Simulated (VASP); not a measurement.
The system is PC2.

```
P C
1.0
     1.48349    0.85649    5.44841
    -1.48349    0.85649    5.44841
     0.00000   -1.71299    5.44841
P C
1 2
Cartesian
  0.0000 0.0000 0.0000
  0.0000 0.0000 4.0863
  0.0000 0.0000 12.2589
```

* Program: VASP 6.6.1
* Task: relaxation of cell and atoms
* Functional: PBE
* Potentials or basis: VASP PAW PBE potentials, release 64 (P, C)
* Cutoff: 600 eV
* k mesh: 8 × 8 × 8
* Occupations: gaussian, width 0.2 eV
* Spin: no spin polarisation

At the start: pressure -23.3 GPa; volume 13.85 Å³/atom.

Q: How do energy, volume and symmetry change on relaxing?

A: Over 10 steps the energy falls by 797.0 meV/atom and the volume is 10.35 Å³/atom (-25.3 %); space group R-3m (No. 166, to 0.05 Å).

The path:
| step | energy change (eV) | largest force (eV/Å) | pressure (GPa) | volume (Å³) |
| --- | --- | --- | --- | --- |
| 1 | 0.0000 | 2.8081 | -23.35 | 41.54 |
| 2 | -1.9243 | 0.6700 | 5.97 | 30.44 |
| 3 | -1.9324 | 0.4864 | 9.47 | 29.97 |
| 4 | -2.3599 | 0.0124 | 4.57 | 30.52 |
| 5 | -2.3824 | 0.0736 | 3.61 | 30.59 |
| 6 | -2.3653 | 0.4090 | 1.25 | 30.70 |
| 7 | -2.3870 | 0.1539 | 2.82 | 30.63 |
| 8 | -2.3868 | 0.1745 | 2.67 | 30.64 |
| 9 | -2.3870 | 0.1938 | -2.53 | 31.44 |
| 10 | -2.3910 | 0.0164 | -0.03 | 31.04 |

Final structure:
```xyz
3
Lattice="1.4793 0.8541 4.0950 -1.4793 0.8541 4.0950 0.0000 -1.7081 4.0950" Properties=species:S:1:pos:R:3 pbc="T T T"
P     0.0000    0.0000    0.0000
C     0.0000    0.0000    3.2400
C     0.0000    0.0000    9.0450
```

Caveat: the volume moved by over 15 % at a fixed basis, so the end points are rough; the relaxation stopped at a loose force limit of 0.08 eV/Å, so its end isn't a converged minimum.
